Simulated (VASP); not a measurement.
# Cs (Fm-3m) in VASP: notebook

Cs is run at these levels: BLYP; tasks: single point.

Program: VASP 6.6.1. These are calculated values, not measurements. Logs are shortened: lines on timing, memory, paths and dates and some standing lists are left out, and cuts for length are marked.

## (1) The cell of the first run

It takes space group Fm-3m (No. 225, cubic). The conventional cell has a = 7.926 Å, b = 7.926 Å, c = 7.926 Å, α = 90.00°, β = 90.00°, γ = 90.00°.

This isn't the form of Cs at room conditions, which is bcc.

## (2) Single point, BLYP

INCAR

```
  PREC = Accurate
  ENCUT = 520
  EDIFF = 1E-7
  ISMEAR = -1
  SIGMA = 0.1
  LREAL = False
  LASPH = True
  NELM = 100
  ALGO = Normal
  ISIF = 2
  LWAVE = False
  LCHARG = False
  GGA = B5
  ALDAX = 1.0
  AGGAX = 1.0
  AGGAC = 1.0
  ALDAC = 0.0
  NBANDS = 10
```

KPOINTS

```
regular mesh
0
Gamma
  7 7 7
```

POSCAR

```
Cs
1.0
    0.0000000000      3.9632406875      3.9632406875
    3.9632406875      0.0000000000      3.9632406875
    3.9632406875      3.9632406875      0.0000000000
Cs
1
Direct
    0.0000000000      0.0000000000      0.0000000000
```

Potentials or basis: VASP PAW PBE potentials, release 64 (Cs_sv).

Started as:

```bash
$ cat potpaw_PBE.64/Cs_sv/POTCAR > POTCAR
$ mpirun -np 1 vasp_std > vasp.out
```

OUTCAR:

```text
PREC = Accurate
   ENCUT = 520
   EDIFF = 1E-7
   ISMEAR = -1
   LREAL = False
   LASPH = True
   NELM = 100
   ISIF = 2
   GGA = B5

 ion  position               nearest neighbor table
   1  0.000  0.000  0.000-

  LATTYP: Found a face centered cubic cell.
 ALAT       =     7.9264813750

  Lattice vectors:

 A1 = (   0.0000000000,   3.9632406875,   3.9632406875)
 A2 = (   3.9632406875,   0.0000000000,   3.9632406875)
 A3 = (   3.9632406875,   3.9632406875,   0.0000000000)

Analysis of symmetry for initial positions (statically):
=====================================================================
 Subroutine PRICEL returns:
 Original cell was already a primitive cell.

 Routine SETGRP: Setting up the symmetry group for a
 face centered cubic supercell.

 Subroutine GETGRP returns: Found 48 space group operations
 (whereof 48 operations were pure point group operations)
 out of a pool of 48 trial point group operations.

The static configuration has the point symmetry O_h .

Analysis of symmetry for dynamics (positions and initial velocities):
=====================================================================
 Subroutine PRICEL returns:
 Original cell was already a primitive cell.

 Routine SETGRP: Setting up the symmetry group for a
 face centered cubic supercell.

 Subroutine GETGRP returns: Found 48 space group operations
 (whereof 48 operations were pure point group operations)
 out of a pool of 48 trial point group operations.

The dynamic configuration has the point symmetry O_h .

 Subroutine INISYM returns: Found 48 space group operations
 (whereof 48 operations are pure point group operations),
 and found     1 'primitive' translations

----------------------------------------------------------------------------------------

                                     Primitive cell

  volume of cell :     124.5034

  direct lattice vectors                    reciprocal lattice vectors
     0.000000000  3.963240687  3.963240687    -0.126159383  0.126159383  0.126159383
     3.963240687  0.000000000  3.963240687     0.126159383 -0.126159383  0.126159383
     3.963240687  3.963240687  0.000000000     0.126159383  0.126159383 -0.126159383

  length of vectors
     5.604868731  5.604868731  5.604868731     0.218514461  0.218514461  0.218514461

  position of ions in fractional coordinates (direct lattice)
     0.000000000  0.000000000  0.000000000

  ion indices of the primitive-cell ions
   primitive index   ion index
                 1           1

----------------------------------------------------------------------------------------

 KPOINTS: regular mesh

Automatic generation of k-mesh.
 Grid dimensions read from file:
 generate k-points for:    7    7    7

 Generating k-lattice:

  Cartesian coordinates                     Fractional coordinates (reciprocal lattice)
    -0.018022769  0.018022769  0.018022769     0.142857143  0.000000000  0.000000000
     0.018022769 -0.018022769  0.018022769     0.000000000  0.142857143  0.000000000
     0.018022769  0.018022769 -0.018022769     0.000000000  0.000000000  0.142857143

  Length of vectors
     0.031216352  0.031216352  0.031216352

  Shift w.r.t. Gamma in fractional coordinates (k-lattice)
     0.000000000  0.000000000  0.000000000

 Subroutine IBZKPT returns following result:
 ===========================================

 Found     20 irreducible k-points:

 Following reciprocal coordinates:
            Coordinates               Weight
  0.000000  0.000000  0.000000      1.000000
  0.142857  0.000000  0.000000      8.000000
  0.285714  0.000000  0.000000      8.000000
  0.428571  0.000000  0.000000      8.000000
  0.142857  0.142857  0.000000      6.000000
  0.285714  0.142857  0.000000     24.000000
[... 12 lines left out ...]
 -0.428571  0.428571  0.142857     24.000000
 -0.285714  0.428571  0.142857     24.000000
   k-points           NKPTS =     20   k-points in BZ     NKDIM =     20   number of bands    NBANDS=     10
   number of dos      NEDOS =    301   number of ions     NIONS =      1
   total plane-waves  NPLWV =  74088
   dimension x,y,z NGX =    42 NGY =   42 NGZ =   42
   dimension x,y,z NGXF=    84 NGYF=   84 NGZF=   84
   ions per type =               1
   NGX,Y,Z   is equivalent  to a cutoff of  12.46, 12.46, 12.46 a.u.
   NGXF,Y,Z  is equivalent  to a cutoff of  24.92, 24.92, 24.92 a.u.
 SYSTEM =  unknown system
   PREC   = accura    normal or accurate (medium, high low for compatibility)
   ISTART =      0    job   : 0-new  1-cont  2-samecut
   ICHARG =      2    charge: 1-file 2-atom 10-const
   ISPIN  =      1    spin polarized calculation?
   LNONCOLLINEAR =      F non collinear calculations
   LSORBIT =      F    spin-orbit coupling
   LASPH  =      T    aspherical Exc in radial PAW
   ENCUT  =  520.0 eV  38.22 Ry    6.18 a.u.  10.42 10.42 10.42*2*pi/ulx,y,z
   NELM   =    100;   NELMIN=  2; NELMDL= -5     # of ELM steps
   EDIFF  = 0.1E-06   stopping-criterion for ELM
   LREAL  =      F    real-space projection
   EDIFFG = 0.1E-05   stopping-criterion for IOM
   NSW    =      0    number of steps for IOM
   IBRION =     -1    ionic relax: 0-MD 1-quasi-New 2-CG
   NFREE  =      0    steps in history (QN), initial steepest desc. (CG)
   ISIF   =      2    stress and relaxation
   ISYM   =      2    0-nonsym 1-usesym 2-fastsym
   POTIM  = 0.5000    time-step for ionic-motion
   TEBEG  =    0.0;   TEEND  =   0.0 temperature during run
   PSTRESS=    0.0 pullay stress
   NELECT =       9.0000    total number of electrons
   NUPDOWN=      -1.0000    fix difference up-down
   EMIN   =  10.00;   EMAX   =-10.00  energy-range for DOS
   EFERMI =   0.00;   METHOD = LEGACY
   ISMEAR =    -1;   SIGMA  =   0.10  broadening in eV -4-tet -1-fermi 0-gaus
   EFERMI_NEDOS =   21; number of points for ismear=-14 and -15
   IALGO  =     38    algorithm
   IMIX   =      4    mixing-type and parameters
     AMIX     =   0.40;   BMIX     =  1.00
     AMIX_MAG =   1.60;   BMIX_MAG =  1.00
  volume/ion in A,a.u.               =     124.50       840.19
  Fermi-wavevector in a.u.,A,eV,Ry     =   0.681965  1.288726  6.327741  0.465076
  Thomas-Fermi vector in A             =   1.760901
   LORBIT       =      0    0 simple, 1 ext, 2 COOP (PROOUT), +10 PAW based schemes
   GGA     = B5    functional components
   LHFCALC =     F    Hartree Fock is set to
   AEXX    =    0.0000 exact exchange contribution
   IVDW    =     0    specifies the selected vdW correction
   LEPSILON=     F    determine dielectric tensor
   LRPA    =     F    only Hartree local field effects (RPA)
 non-spin polarized calculation
  energy-cutoff  :      520.00
  volume of cell :      124.50
 maximum number of plane-waves:      3383
 NGX is ok and might be reduce to    42
   NGX = 21   NGY = 21   NGZ = 21

 number of electron       9.0000002 magnetization

 Free energy of the ion-electron system (eV)
  ---------------------------------------------------
  ext. energy  EPLUGINS =         0.00000000
  ---------------------------------------------------
  free energy    TOTEN  =        -0.54696294 eV

  energy without entropy =       -0.50940735  energy(sigma->0) =       -0.52818515

 E-fermi :   0.6991     XC(G=0):  -4.7926

 val. band max:        0.6195781542   @ k =   0.4286   0.2857   0.0000
 cond. band min:       0.7965119391   @ k =  -0.4286   0.1429   0.0000
 fundamental gap:      0.1769337848
 Fermi energy:         0.6991091892

 k-point     1 :       0.0000    0.0000    0.0000
  band No.  band energies     occupation
      1     -23.2945      2.00000
      2     -10.0920      2.00000
      3     -10.0920      2.00000
      4     -10.0920      2.00000
      5      -0.8914      2.00000
      6       2.9096      0.00000
      7       2.9096      0.00000
      8       2.9096      0.00000
      9       3.8444      0.00000
     10       3.8444      0.00000

 k-point     2 :       0.1429    0.0000    0.0000
  band No.  band energies     occupation
      1     -23.2937      2.00000
      2     -10.1119      2.00000
      3     -10.0947      2.00000
      4     -10.0947      2.00000
      5      -0.6946      2.00000
      6       2.6191      0.00000
      7       2.9886      0.00000
      8       2.9886      0.00000
      9       3.7370      0.00000
     10       3.7370      0.00000

 k-point     3 :       0.2857    0.0000    0.0000
  band No.  band energies     occupation
      1     -23.2920      2.00000
      2     -10.1560      2.00000
      3     -10.1009      2.00000
      4     -10.1009      2.00000
      5      -0.1614      1.99963
      6       2.1084      0.00000
      7       2.9672      0.00000
      8       2.9672      0.00000
      9       3.8949      0.00000
     10       3.8949      0.00000

 k-point     4 :       0.4286    0.0000    0.0000
  band No.  band energies     occupation
      1     -23.2906      2.00000
      2     -10.1905      2.00000
      3     -10.1059      2.00000
      4     -10.1059      2.00000
      5       0.4792      1.80037
      6       1.6497      0.00015
      7       2.8276      0.00000
      8       2.8276      0.00000
      9       4.4249      0.00000
     10       4.4249      0.00000

 k-point     5 :       0.1429    0.1429    0.0000
  band No.  band energies     occupation
      1     -23.2935      2.00000
      2     -10.1113      2.00000
      3     -10.0992      2.00000
      4     -10.0992      2.00000
      5      -0.6289      2.00000
      6       2.5591      0.00000
      7       3.0379      0.00000
      8       3.0379      0.00000
      9       3.3685      0.00000
     10       3.9538      0.00000

 k-point     6 :       0.2857    0.1429    0.0000
  band No.  band energies     occupation
      1     -23.2920      2.00000
      2     -10.1438      2.00000
      3     -10.1065      2.00000
      4     -10.1053      2.00000
      5      -0.2035      1.99976
      6       2.2008      0.00000
      7       2.8294      0.00000
      8       3.1220      0.00000
      9       3.4612      0.00000
     10       4.1104      0.00000
[... 131 lines left out ...]
 k-point    17 :       0.4286    0.2857    0.1429
  band No.  band energies     occupation
      1     -23.2907      2.00000
      2     -10.1622      2.00000
      3     -10.1252      2.00000
      4     -10.1098      2.00000
      5       0.2952      1.96539
      6       2.0007      0.00000
      7       2.3848      0.00000
      8       3.2928      0.00000
      9       3.5779      0.00000
     10       4.5241      0.00000

 k-point    18 :      -0.4286    0.2857    0.1429
  band No.  band energies     occupation
      1     -23.2897      2.00000
      2     -10.1758      2.00000
      3     -10.1380      2.00000
      4     -10.1166      2.00000
      5       0.9629      0.13348
      6       1.6791      0.00011
      7       2.1779      0.00000
      8       3.1204      0.00000
      9       3.9237      0.00000
     10       4.3721      0.00000

 k-point    19 :      -0.4286    0.4286    0.1429
  band No.  band energies     occupation
      1     -23.2892      2.00000
      2     -10.1771      2.00000
      3     -10.1395      2.00000
      4     -10.1277      2.00000
      5       1.1103      0.03222
      6       1.7783      0.00004
      7       2.0062      0.00000
      8       3.2025      0.00000
      9       4.2548      0.00000
     10       4.3942      0.00000

 k-point    20 :      -0.2857    0.4286    0.1429
  band No.  band energies     occupation
      1     -23.2891      2.00000
      2     -10.1643      2.00000
      3     -10.1580      2.00000
      4     -10.1260      2.00000
      5       1.5189      0.00055
      6       1.6353      0.00017
      7       1.9116      0.00001
      8       2.8066      0.00000
      9       4.0973      0.00000
     10       4.4445      0.00000

------------------------ aborting loop because EDIFF is reached ----------------------------------------

  FORCE on cell =-STRESS in cart. coord.  units (eV):
  Direction    XX          YY          ZZ          XY          YZ          ZX
  --------------------------------------------------------------------------------------
  -------------------------------------------------------------------------------------
  Total        0.0014520      0.0014520      0.0014520      0.0000000      0.0000000     -0.0000000
  in kB        0.0186850      0.0186850      0.0186850      0.0000000      0.0000000     -0.0000000
  external PRESSURE =       0.0186850 kB  Pullay stress =       0.0000000 kB

 VOLUME and BASIS-vectors are now :
 -----------------------------------------------------------------------------
  energy-cutoff  :      520.00
  volume of cell :      124.50
      direct lattice vectors                 reciprocal lattice vectors
     0.000000000  3.963240687  3.963240687    -0.126159383  0.126159383  0.126159383
     3.963240687  0.000000000  3.963240687     0.126159383 -0.126159383  0.126159383
     3.963240687  3.963240687  0.000000000     0.126159383  0.126159383 -0.126159383

 POSITION                                       TOTAL-FORCE (eV/Angst)
 -----------------------------------------------------------------------------------
      0.00000      0.00000      0.00000         0.000000     -0.000000      0.000000
 -----------------------------------------------------------------------------------
    total drift:                               -0.000000     -0.000000      0.000000

  FREE ENERGIE OF THE ION-ELECTRON SYSTEM (eV)
  ---------------------------------------------------
  free  energy   TOTEN  =        -0.5469629448 eV

  energy  without entropy=       -0.5094073462  energy(sigma->0) =       -0.52818515
```

Wall time 25 s (1 thread of Intel Xeon Platinum 8488C (Sapphire Rapids), shared host); peak memory 0.24 GiB.

What came out:

| Item | Value |
| --- | --- |
| Free energy | -0.5470 eV |
| Pressure | 0.0 GPa |
| Band gap on the k mesh | zero (an odd number of electrons rules out a gap without spin polarisation) |

Caveat: the PAW data sets were made with another functional, which shifts forces and pressure a little; spin-orbit coupling is left out, which moves the levels of the heavy elements.

## (3) Single point, BLYP (109.56 Å³/atom)

This run uses another cell than the first one, of 109.56 Å³/atom.

INCAR

```
PREC = Accurate
ENCUT = 520
EDIFF = 1E-6
ISMEAR = -1
SIGMA = 0.1
LREAL = F
LASPH = T
NELM = 100
ALGO = Normal
ISIF = 2
LWAVE = F
LCHARG = F
GGA = B5
ALDAX = 1.0
AGGAX = 1.0
AGGAC = 1.0
ALDAC = 0.0
NBANDS = 10
```

KPOINTS

```
regular mesh
0
Gamma
  8 8 8
```

POSCAR

```
Cs
1.0
    0.0000000000      3.7979100257      3.7979100257
    3.7979100257      0.0000000000      3.7979100257
    3.7979100257      3.7979100257      0.0000000000
Cs
1
Direct
    0.0000000000      0.0000000000      0.0000000000
```

Potentials or basis: VASP PAW PBE potentials, release 64 (Cs_sv).

Started as:

```bash
$ cat potpaw_PBE.64/Cs_sv/POTCAR > POTCAR
$ mpirun -np 1 vasp_std > vasp.out
```

It took 24 s on 1 thread of Intel Xeon Platinum 8488C (Sapphire Rapids), shared host; peak memory 0.24 GiB.

The run converged. Its results:

* Free energy: -0.5313 eV
* Pressure: 0.3 GPa
* Band gap on the k mesh: zero (an odd number of electrons rules out a gap without spin polarisation)

Levels at points of the mesh, in eV from the Fermi level:
```tsv
k point	band 1	band 2	band 3	band 4	band 5	band 6	band 7	band 8	band 9	band 10
(0.00, 0.00, 0.00)	-23.92	-10.70	-10.70	-10.70	-1.70	2.29	2.29	2.29	3.35	3.35
(0.50, 0.00, 0.00)	-23.91	-10.86	-10.72	-10.72	-0.10	0.97	2.17	2.17	4.17	4.17
(0.50, 0.50, 0.00)	-23.91	-10.85	-10.76	-10.76	0.25	0.93	1.61	4.17	4.21	4.21
```

Caveat: the PAW data sets were made with another functional, which shifts forces and pressure a little; spin-orbit coupling is left out, which moves the levels of the heavy elements.

## (4) Single point, BLYP (114.54 Å³/atom)

This run uses another cell than the first one, of 114.54 Å³/atom.

INCAR

```
SYSTEM = Cs
AGGAC = 1.0
AGGAX = 1.0
ALDAC = 0.0
ALDAX = 1.0
ALGO = Normal
EDIFF = 1E-6
ENCUT = 520
GGA = B5
ISIF = 2
ISMEAR = -1
LASPH = .True.
LCHARG = .False.
LREAL = .False.
LWAVE = .False.
NBANDS = 10
NELM = 80
PREC = Accurate
SIGMA = 0.1
```

KPOINTS

```
k-points
0
Gamma
  8 8 8
  0 0 0
```

POSCAR

```
Cs
1.0
    0.0000000000      3.8546036082      3.8546036082
    3.8546036082      0.0000000000      3.8546036082
    3.8546036082      3.8546036082      0.0000000000
Cs
1
Direct
    0.0000000000      0.0000000000      0.0000000000
```

Started as:

```bash
$ cat potpaw_PBE.64/Cs_sv/POTCAR > POTCAR
$ mpirun -np 1 vasp_std > vasp.out
```

Run time: 29 s. Hardware: 1 thread of Intel Xeon Platinum 8488C (Sapphire Rapids), shared host; peak memory 0.25 GiB.

The run converged. Its results:

| Property | Result |
| --- | --- |
| Free energy | -0.5384 eV |
| Pressure | 0.2 GPa |
| Band gap on the k mesh | zero (an odd number of electrons rules out a gap without spin polarisation) |

Levels at points of the mesh, in eV from the Fermi level:
```
           k point  band 1  band 2  band 3  band 4  band 5  band 6  band 7  band 8  band 9  band 10
(0.00, 0.00, 0.00)  -23.94  -10.72  -10.72  -10.72   -1.66    2.27    2.27    2.27    3.29     3.29
(0.50, 0.00, 0.00)  -23.93  -10.86  -10.74  -10.74   -0.08    0.93    2.16    2.16    4.06     4.06
(0.50, 0.50, 0.00)  -23.93  -10.85  -10.78  -10.78    0.29    0.96    1.54    4.03    4.07     4.07
```

Caveat: the PAW data sets were made with another functional, which shifts forces and pressure a little; spin-orbit coupling is left out, which moves the levels of the heavy elements.

## (5) The runs side by side

```tsv
cell	k mesh	gap on the mesh (eV)	pressure (GPa)
a = 5.605 Å, angles 60.0°, 1 atom	7 × 7 × 7	none	0.0
a = 5.371 Å, angles 60.0°, 1 atom	8 × 8 × 8	none	0.3
a = 5.451 Å, angles 60.0°, 1 atom	8 × 8 × 8	none	0.2
```

Alike in all rows: task single point; level BLYP; potentials or basis VASP PAW PBE potentials, release 64 (Cs_sv); no spin polarisation; cutoff (eV) 520; smearing fermi-dirac 0.1 eV.

Caveats: the PAW data sets were made with another functional, which shifts forces and pressure a little; spin-orbit coupling is left out, which moves the levels of the heavy elements.

Absolute energies hang on the potentials; compare differences alone.

The gap in the log of VASP goes by the Fermi energy; the results here count the filled bands.